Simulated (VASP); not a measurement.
Input of a VASP 6.6.1 run:

File INCAR:

```
PREC     = Accurate       # precision mode
ENCUT    = 520            # plane-wave cutoff, eV
EDIFF    = 1E-7           # SCF threshold, eV
ISMEAR   = 0              # smearing method
SIGMA    = 0.1            # smearing width, eV
LREAL    = False          # projectors in reciprocal space
LASPH    = True           # aspherical terms in the spheres
NELM     = 60             # most SCF steps
ALGO     = Normal         # electronic algorithm
ISIF     = 2              # what is computed and relaxed
LWAVE    = False          # write WAVECAR
LCHARG   = False          # write CHGCAR
GGA      = PE             # functional
NBANDS   = 18             # bands
```

The input KPOINTS:

```
Automatic mesh
0
Gamma
  4 4 6
```

Contents of POSCAR:

```
PtS2
1.0
    2.4869400116     -4.1408128375      0.0000000000
    2.4869400116      4.1408128375      0.0000000000
    0.0000000000      0.0000000000      2.7685401087
Pt S
1 2
Direct
    0.5000000000      0.5000000000      0.5000000000
    0.0000000000      0.5000000000      0.5000000000
    0.5000000000      0.0000000000      0.5000000000
```

Potentials or basis: VASP PAW PBE potentials, release 64 (Pt, S).

Launch:

```bash
$ cat potpaw_PBE.64/Pt/POTCAR potpaw_PBE.64/S/POTCAR > POTCAR
$ mpirun -np 1 vasp_std > vasp.out
```

Q: What does it give for the pressure?

A: -0.2 GPa.

Q: What does it give for the band gap on the k mesh?

A: Zero (bands 11 and 12 overlap by 3.51 eV).

Stress tensor (GPa, compression positive):
```
-0.31  0.00  0.00
 0.00 -0.04  0.00
 0.00  0.00 -0.22
```

Caveat: the k points lie up to 0.38 Å⁻¹ apart, too coarse for converged energies and pressures of a metal; spin-orbit coupling is left out, which moves the levels of the heavy elements.
